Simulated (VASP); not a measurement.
# SiO2 (I-42d) in VASP: notebook

Aim: see how the results for SiO2 move with the level of theory and the settings. Levels: r2SCAN, LDA, PBEsol. Tasks: single point.

Program: VASP 6.6.1. These are calculated values, not measurements. Logs are shortened: lines on timing, memory, paths and dates and some standing lists are left out, and cuts for length are marked.

## Step 1: The cell of the first run

It takes space group I-42d (No. 122, tetragonal). The conventional cell has a = 4.748 Å, b = 4.748 Å, c = 7.488 Å, α = 90.00°, β = 90.00°, γ = 90.00°. Within 2.2 Å of Si (site symmetry -4) lie 4 O at 1.62 Å. O (site symmetry 2) has 2 Si at 1.62 Å within 2.2 Å.

## Step 2: Single point, r2SCAN

POSCAR

```
SiO2
1.0
   -2.3740500000      2.3740500000      3.7440000000
    2.3740500000     -2.3740500000      3.7440000000
    2.3740500000      2.3740500000     -3.7440000000
Si O
2 4
Direct
    0.0000000000      0.0000000000      0.0000000000
    0.7500000000      0.2500000000      0.5000000000
    0.9983800000      0.6250000000      0.8733800000
    0.3750000000      0.2483800000      0.3733800000
    0.7516200000      0.1250000000      0.1266200000
    0.8750000000      0.0016200000      0.6266200000
```

INCAR.step1

```
SYSTEM = SiO2
PREC = Accurate
ENCUT = 520
ISMEAR = 0
SIGMA = 0.1
LREAL = .False.
LASPH = .True.
NELM = 100
NBANDS = 25
GGA = PE
ALGO = Normal
EDIFF = 1E-4
LWAVE = .True.
LCHARG = .False.
```

INCAR.step2

```
SYSTEM = SiO2
PREC = Accurate
ENCUT = 520
EDIFF = 1E-6
ISMEAR = 0
SIGMA = 0.1
LREAL = .False.
LASPH = .True.
NELM = 100
ALGO = Normal
ISIF = 2
LWAVE = .False.
LCHARG = .False.
METAGGA = R2SCAN
LMIXTAU = .True.
NBANDS = 25
ISTART = 1
```

KPOINTS

```
Automatic mesh
0
Gamma
  6 6 6
  0 0 0
```

Potentials or basis: VASP PAW PBE potentials, release 64 (Si, O).

Run with:

```sh
$ cat potpaw_PBE.64/Si/POTCAR potpaw_PBE.64/O/POTCAR > POTCAR
$ cp INCAR.step1 INCAR
$ mpirun -np 1 vasp_std > vasp.out
$ cp INCAR.step2 INCAR
$ mpirun -np 1 vasp_std > vasp.out
```

OUTCAR:

```text
SYSTEM = SiO2
   PREC = Accurate
   ENCUT = 520
   EDIFF = 1E-6
   ISMEAR = 0
   LREAL = .False.
   LASPH = .True.
   NELM = 100
   ISIF = 2
   METAGGA = R2SCAN
   ISTART = 1

 ion  position               nearest neighbor table
   1  0.000  0.000  0.000-   3 1.62   4 1.62   5 1.62   6 1.62   2 3.02   2 3.02   2 3.02   2 3.02

   2  0.750  0.250  0.500-   3 1.62   4 1.62   5 1.62   6 1.62   1 3.02   1 3.02   1 3.02   1 3.02

   3  0.998  0.625  0.873-   1 1.62   2 1.62
   4  0.375  0.248  0.373-   1 1.62   2 1.62
   5  0.752  0.125  0.127-   1 1.62   2 1.62
   6  0.875  0.002  0.627-   1 1.62   2 1.62

  LATTYP: Found a body centered tetragonal cell.
 ALAT       =     4.7481000000
 C/A-ratio  =     1.5770518734

  Lattice vectors:

 A1 = (  -2.3740500000,   2.3740500000,   3.7440000000)
 A2 = (   2.3740500000,  -2.3740500000,   3.7440000000)
 A3 = (   2.3740500000,   2.3740500000,  -3.7440000000)

Analysis of symmetry for initial positions (statically):
=====================================================================
 Subroutine PRICEL returns:
 Original cell was already a primitive cell.

 Routine SETGRP: Setting up the symmetry group for a
 body centered tetragonal supercell.

 Subroutine GETGRP returns: Found  8 space group operations
 (whereof  4 operations were pure point group operations)
 out of a pool of 16 trial point group operations.

The static configuration has the point symmetry S_4 .
 The point group associated with its full space group is D_2d.

Analysis of symmetry for dynamics (positions and initial velocities):
=====================================================================
 Subroutine PRICEL returns:
 Original cell was already a primitive cell.

 Routine SETGRP: Setting up the symmetry group for a
 body centered tetragonal supercell.

 Subroutine GETGRP returns: Found  8 space group operations
 (whereof  4 operations were pure point group operations)
 out of a pool of 16 trial point group operations.

The dynamic configuration has the point symmetry S_4 .
 The point group associated with its full space group is D_2d.

 Subroutine INISYM returns: Found  8 space group operations
 (whereof  4 operations are pure point group operations),
 and found     1 'primitive' translations

----------------------------------------------------------------------------------------

                                     Primitive cell

  volume of cell :      84.4064

  direct lattice vectors                    reciprocal lattice vectors
    -2.374050000  2.374050000  3.744000000     0.000000000  0.210610560  0.133547009
     2.374050000 -2.374050000  3.744000000     0.210610560  0.000000000  0.133547009
     2.374050000  2.374050000 -3.744000000     0.210610560  0.210610560  0.000000000

  length of vectors
     5.028892801  5.028892801  5.028892801     0.249382460  0.249382460  0.297848310

  position of ions in fractional coordinates (direct lattice)
     0.000000000  0.000000000  0.000000000
     0.750000000  0.250000000  0.500000000
     0.998380000  0.625000000  0.873380000
     0.375000000  0.248380000  0.373380000
     0.751620000  0.125000000  0.126620000
     0.875000000  0.001620000  0.626620000

  ion indices of the primitive-cell ions
   primitive index   ion index
                 1           1
                 2           2
                 3           3
                 4           4
                 5           5
                 6           6

----------------------------------------------------------------------------------------

 KPOINTS: Automatic mesh

Automatic generation of k-mesh.
 Grid dimensions read from file:
 generate k-points for:    6    6    6

 Generating k-lattice:

  Cartesian coordinates                     Fractional coordinates (reciprocal lattice)
     0.000000000  0.035101760  0.022257835     0.166666667  0.000000000  0.000000000
     0.035101760  0.000000000  0.022257835     0.000000000  0.166666667  0.000000000
     0.035101760  0.035101760  0.000000000     0.000000000  0.000000000  0.166666667

  Length of vectors
     0.041563743  0.041563743  0.049641385

  Shift w.r.t. Gamma in fractional coordinates (k-lattice)
     0.000000000  0.000000000  0.000000000

 Subroutine IBZKPT returns following result:
 ===========================================

 Found     30 irreducible k-points:

 Following reciprocal coordinates:
            Coordinates               Weight
  0.000000  0.000000  0.000000      1.000000
  0.166667  0.000000  0.000000      8.000000
  0.333333 -0.000000  0.000000      8.000000
  0.500000  0.000000  0.000000      4.000000
  0.166667  0.166667  0.000000      8.000000
  0.333333  0.166667  0.000000     16.000000
[... 16 lines left out ...]
 -0.333333 -0.333333  0.166667      8.000000
 -0.166667 -0.333333  0.166667      8.000000
 [... further k-points ...]
   k-points           NKPTS =     30   k-points in BZ     NKDIM =     30   number of bands    NBANDS=     25
   number of dos      NEDOS =    301   number of ions     NIONS =      6
   total plane-waves  NPLWV =  64000
   dimension x,y,z NGX =    40 NGY =   40 NGZ =   40
   dimension x,y,z NGXF=    80 NGYF=   80 NGZF=   80
   ions per type =               2   4
   NGX,Y,Z   is equivalent  to a cutoff of  13.22, 13.22, 13.22 a.u.
   NGXF,Y,Z  is equivalent  to a cutoff of  26.45, 26.45, 26.45 a.u.
 SYSTEM =  SiO2
   PREC   = accura    normal or accurate (medium, high low for compatibility)
   ISTART =      1    job   : 0-new  1-cont  2-samecut
   ICHARG =      0    charge: 1-file 2-atom 10-const
   ISPIN  =      1    spin polarized calculation?
   LNONCOLLINEAR =      F non collinear calculations
   LSORBIT =      F    spin-orbit coupling
   LASPH  =      T    aspherical Exc in radial PAW
   ENCUT  =  520.0 eV  38.22 Ry    6.18 a.u.   9.35  9.35  9.35*2*pi/ulx,y,z
   NELM   =    100;   NELMIN=  2; NELMDL=  0     # of ELM steps
   EDIFF  = 0.1E-05   stopping-criterion for ELM
   LREAL  =      F    real-space projection
   EDIFFG = 0.1E-04   stopping-criterion for IOM
   NSW    =      0    number of steps for IOM
   IBRION =     -1    ionic relax: 0-MD 1-quasi-New 2-CG
   NFREE  =      0    steps in history (QN), initial steepest desc. (CG)
   ISIF   =      2    stress and relaxation
   ISYM   =      2    0-nonsym 1-usesym 2-fastsym
   POTIM  = 0.5000    time-step for ionic-motion
   TEBEG  =    0.0;   TEEND  =   0.0 temperature during run
   PSTRESS=    0.0 pullay stress
   NELECT =      32.0000    total number of electrons
   NUPDOWN=      -1.0000    fix difference up-down
   EMIN   =  10.00;   EMAX   =-10.00  energy-range for DOS
   EFERMI =   0.00;   METHOD = LEGACY
   ISMEAR =     0;   SIGMA  =   0.10  broadening in eV -4-tet -1-fermi 0-gaus
   EFERMI_NEDOS =   21; number of points for ismear=-14 and -15
   IALGO  =     38    algorithm
   IMIX   =      4    mixing-type and parameters
     AMIX     =   0.40;   BMIX     =  1.00
     AMIX_MAG =   1.60;   BMIX_MAG =  1.00
  volume/ion in A,a.u.               =      14.07        94.93
  Fermi-wavevector in a.u.,A,eV,Ry     =   1.184858  2.239057 19.101062  1.403888
  Thomas-Fermi vector in A             =   2.321064
   LORBIT       =      0    0 simple, 1 ext, 2 COOP (PROOUT), +10 PAW based schemes
   METAGGA = R2SCAN    functional components
   LHFCALC =     F    Hartree Fock is set to
   AEXX    =    0.0000 exact exchange contribution
   IVDW    =     0    specifies the selected vdW correction
   LEPSILON=     F    determine dielectric tensor
   LRPA    =     F    only Hartree local field effects (RPA)
 non-spin polarized calculation
 Gauss-broadening in eV      SIGMA  =   0.10
  energy-cutoff  :      520.00
  volume of cell :       84.41
 maximum number of plane-waves:      2317
 NGX is ok and might be reduce to    40
   NGX = 19   NGY = 19   NGZ = 19

 number of electron      32.0000012 magnetization

 Free energy of the ion-electron system (eV)
  ---------------------------------------------------
  ext. energy  EPLUGINS =         0.00000000
  ---------------------------------------------------
  free energy    TOTEN  =       -59.53113043 eV

  energy without entropy =      -59.53113043  energy(sigma->0) =      -59.53113043

 E-fermi :  -0.1091     XC(G=0):  -8.9990

 val. band max:       -0.5804325325   @ k =   0.0000   0.0000   0.0000
 cond. band min:       6.1141476133   @ k =   0.0000   0.0000   0.0000
 fundamental gap:      6.6945801459
 Fermi energy:        -0.1090735750

 k-point     1 :       0.0000    0.0000    0.0000
  band No.  band energies     occupation
      1     -20.6637      2.00000
      2     -18.5862      2.00000
      3     -18.5658      2.00000
      4     -18.5658      2.00000
      5      -9.4497      2.00000
      6      -5.9252      2.00000
[... 17 lines left out ...]
     24      14.0058      0.00000
     25      14.2714      0.00000

 k-point     2 :       0.1667    0.0000    0.0000
  band No.  band energies     occupation
      1     -20.5766      2.00000
      2     -18.7086      2.00000
      3     -18.5897      2.00000
      4     -18.5660      2.00000
      5      -9.2574      2.00000
      6      -6.0087      2.00000
[... 17 lines left out ...]
     24      13.7644      0.00000
     25      14.2490      0.00000

 k-point     3 :       0.3333   -0.0000    0.0000
  band No.  band energies     occupation
      1     -20.3568      2.00000
      2     -19.0204      2.00000
      3     -18.6050      2.00000
      4     -18.5752      2.00000
      5      -8.8147      2.00000
      6      -6.2613      2.00000
[... 552 lines left out ...]
 k-point    23 :      -0.3333   -0.3333    0.1667
  band No.  band energies     occupation
      1     -20.1567      2.00000
      2     -19.2779      2.00000
      3     -18.6035      2.00000
      4     -18.5980      2.00000
      5      -8.3274      2.00000
      6      -6.6387      2.00000
[... 17 lines left out ...]
     24      14.0730      0.00000
     25      14.3589      0.00000

 k-point    24 :      -0.1667   -0.3333    0.1667
  band No.  band energies     occupation
      1     -20.3682      2.00000
      2     -19.0178      2.00000
      3     -18.5921      2.00000
      4     -18.5816      2.00000
      5      -8.7646      2.00000
      6      -6.2293      2.00000
[... 17 lines left out ...]
     24      14.0686      0.00000
     25      14.5803      0.00000

 [... further k-points ...]
[... 5 lines left out ...]
  --------------------------------------------------------------------------------------
  -------------------------------------------------------------------------------------
  Total       -0.2286673     -0.2286673     -1.2584815      0.0000000      0.0000000      0.0000000
  in kB       -4.3404937     -4.3404937    -23.8881144      0.0000000      0.0000000      0.0000000
  external PRESSURE =     -10.8563673 kB  Pullay stress =       0.0000000 kB

 VOLUME and BASIS-vectors are now :
 -----------------------------------------------------------------------------
  energy-cutoff  :      520.00
  volume of cell :       84.41
      direct lattice vectors                 reciprocal lattice vectors
    -2.374050000  2.374050000  3.744000000     0.000000000  0.210610560  0.133547009
     2.374050000 -2.374050000  3.744000000     0.210610560  0.000000000  0.133547009
     2.374050000  2.374050000 -3.744000000     0.210610560  0.210610560  0.000000000

 POSITION                                       TOTAL-FORCE (eV/Angst)
 -----------------------------------------------------------------------------------
      0.00000      0.00000      0.00000        -0.000000     -0.000000      0.000000
      0.00000      2.37405      1.87200         0.000000     -0.000000     -0.000000
      1.18702      2.95987      2.80800         0.000000     -0.187055      0.000000
      0.58582      1.18702      0.93600        -0.187055     -0.000000      0.000000
     -1.18702      1.78823      2.80800        -0.000000      0.187055      0.000000
     -0.58582      3.56107      0.93600         0.187055     -0.000000      0.000000
 -----------------------------------------------------------------------------------
    total drift:                                0.000011      0.000011     -0.000002

  FREE ENERGIE OF THE ION-ELECTRON SYSTEM (eV)
  ---------------------------------------------------
  free  energy   TOTEN  =       -59.5311304318 eV

  energy  without entropy=      -59.5311304318  energy(sigma->0) =      -59.53113043
```

Wall time 3.8 min (1 thread of AMD EPYC 9R45 (Zen 5), shared host); peak memory 0.23 GiB.

Results:

* Free energy: -59.5311 eV
* Pressure: -1.1 GPa
* Largest force: 0.187 eV/Å
* Band gap on the k mesh: 6.69 eV

Forces on the atoms (eV/Å):
```
Si   0.000  0.000  0.000
Si   0.000  0.000  0.000
O    0.000 -0.187  0.000
O   -0.187  0.000  0.000
O    0.000  0.187  0.000
O    0.187  0.000  0.000
```

Caveat: the PAW data sets were made with another functional, which shifts forces and pressure a little. r2SCAN opens gaps a little over a GGA but as a rule still falls short of measured ones.

## Step 3: Single point, LDA

This run uses another cell than the first one, of 14.73 Å³/atom.

INCAR

```
ALGO = Normal
EDIFF = 1E-6
ENCUT = 520
GGA = CA
ISIF = 2
ISMEAR = 0
LASPH = T
LCHARG = F
LREAL = F
LWAVE = F
NBANDS = 25
NELM = 80
PREC = Accurate
SIGMA = 0.02
```

KPOINTS

```
k-points
0
Gamma
  8 8 8
```

POSCAR

```
SiO2
1.0
   -2.4621612591      2.4621612591      3.6436921076
    2.4621612591     -2.4621612591      3.6436921076
    2.4621612591      2.4621612591     -3.6436921076
Si O
2 4
Direct
    0.0000000000      0.0000000000      0.0000000000
    0.7500000000      0.2500000000      0.5000000000
    0.9743669457      0.6250000000      0.8493669457
    0.3750000000      0.2243669457      0.3493669457
    0.7756330543      0.1250000000      0.1506330543
    0.8750000000      0.0256330543      0.6506330543
```

Potentials or basis: VASP PAW LDA potentials, release 64 (Si, O).

Run with:

```sh
$ cat potpaw_LDA.64/Si/POTCAR potpaw_LDA.64/O/POTCAR > POTCAR
$ mpirun -np 1 vasp_std > vasp.out
```

Run time: 1.7 min. Hardware: 1 thread of AMD EPYC 9R45 (Zen 5), shared host; peak memory 0.21 GiB.

It converged, with:

```
Free energy            : -51.8760 eV
Pressure               : 0.6 GPa
Largest force          : 0.028 eV/Å
Band gap on the k mesh : 5.76 eV
```

Forces in eV/Å, atoms in the order of the input:
```
Si   0.000  0.000  0.000
Si   0.000  0.000  0.000
O    0.000  0.028  0.000
O    0.028  0.000  0.000
O    0.000 -0.028  0.000
O   -0.028  0.000  0.000
```

Levels at points of the mesh, in eV from the valence-band top:
```tsv
k point	band 14	band 15	band 16	band 17	band 18	band 19
(0.00, 0.00, 0.00)	-0.70	0.00	0.00	5.76	8.60	10.57
(0.50, 0.00, 0.00)	-0.79	-0.48	-0.15	8.16	8.74	9.50
(0.50, 0.50, 0.00)	-0.99	-0.33	-0.33	8.97	8.97	10.09
(0.50, 0.50, 0.50)	-1.50	-0.32	-0.32	8.73	8.73	10.03
```

## Step 4: Single point, PBEsol

This run uses another cell than the first one, of 15.16 Å³/atom.

INCAR

```
PREC     = Accurate       # precision mode
ENCUT    = 520            # plane-wave cutoff, eV
EDIFF    = 1E-7           # SCF threshold, eV
ISMEAR   = 0              # smearing method
SIGMA    = 0.02           # smearing width, eV
LREAL    = False          # projectors in reciprocal space
LASPH    = True           # aspherical terms in the spheres
NELM     = 60             # most SCF steps
ALGO     = Normal         # electronic algorithm
ISIF     = 2              # what is computed and relaxed
LWAVE    = False          # write WAVECAR
LCHARG   = False          # write CHGCAR
GGA      = PS             # functional
NBANDS   = 25             # bands
```

KPOINTS

```
regular mesh
0
Gamma
  8 8 8
```

POSCAR

```
SiO2
1.0
   -2.4899264851      2.4899264851      3.6689920544
    2.4899264851     -2.4899264851      3.6689920544
    2.4899264851      2.4899264851     -3.6689920544
Si O
2 4
Direct
    0.0000000000      0.0000000000      0.0000000000
    0.7500000000      0.2500000000      0.5000000000
    0.9716685244      0.6250000000      0.8466685244
    0.3750000000      0.2216685244      0.3466685244
    0.7783314756      0.1250000000      0.1533314756
    0.8750000000      0.0283314756      0.6533314756
```

Potentials or basis: VASP PAW PBE potentials, release 64 (Si, O).

Run with:

```sh
$ cat potpaw_PBE.64/Si/POTCAR potpaw_PBE.64/O/POTCAR > POTCAR
$ mpirun -np 1 vasp_std > vasp.out
```

Wall time 1.7 min (1 thread of AMD EPYC 9R45 (Zen 5), shared host); peak memory 0.24 GiB.

The run converged. Its results:

```yaml
Free_energy: -49.3613 eV
Pressure: 0.5 GPa
Largest_force: 0.021 eV/Å
Band_gap_on_the_k_mesh: 5.82 eV
```

Forces on the atoms (eV/Å):
```
Si   0.000  0.000  0.000
Si   0.000  0.000  0.000
O    0.000  0.021  0.000
O    0.021  0.000  0.000
O    0.000 -0.021  0.000
O   -0.021  0.000  0.000
```

Levels at points of the mesh, in eV from the valence-band top:
```tsv
k point	band 13	band 14	band 15	band 16	band 17	band 18	band 19	band 20
(0.00, 0.00, 0.00)	-1.54	-0.69	0.00	0.00	5.82	8.64	10.40	10.40
(0.50, 0.00, 0.00)	-1.49	-0.79	-0.49	-0.14	8.04	8.92	9.61	10.03
(0.50, 0.50, 0.00)	-0.97	-0.97	-0.34	-0.34	9.01	9.01	10.04	10.04
(0.50, 0.50, 0.50)	-1.47	-1.47	-0.33	-0.33	8.80	8.80	10.10	10.10
```

Caveat: the PAW data sets were made with another functional, which shifts forces and pressure a little. A k mesh can miss the band edges.

## Step 5: Summary

```csv
level,potentials or basis,cell,k mesh,smearing,gap on the mesh (eV),pressure (GPa),largest force (eV/Å)
r2SCAN,"VASP PAW PBE potentials, release 64 (Si, O)","a = 5.029 Å, angles 123.7, 123.7, 83.8°, 6 atoms, atomic positions A",6 × 6 × 6,gaussian 0.1 eV,6.69,-1.1,0.19
LDA,"VASP PAW LDA potentials, release 64 (Si, O)","a = 5.040 Å, angles 121.5, 121.5, 87.4°, 6 atoms, atomic positions B",8 × 8 × 8,gaussian 0.02 eV,5.76,0.6,0.03
PBEsol,"VASP PAW PBE potentials, release 64 (Si, O)","a = 5.085 Å, angles 121.4, 121.4, 87.6°, 6 atoms, atomic positions C",8 × 8 × 8,gaussian 0.02 eV,5.82,0.5,0.02
```

Alike in all rows: task single point; no spin polarisation; cutoff (eV) 520.

Caveats: the PAW data sets were made with another functional, which shifts forces and pressure a little (at least some runs).

Absolute energies hang on the potentials; compare differences alone.
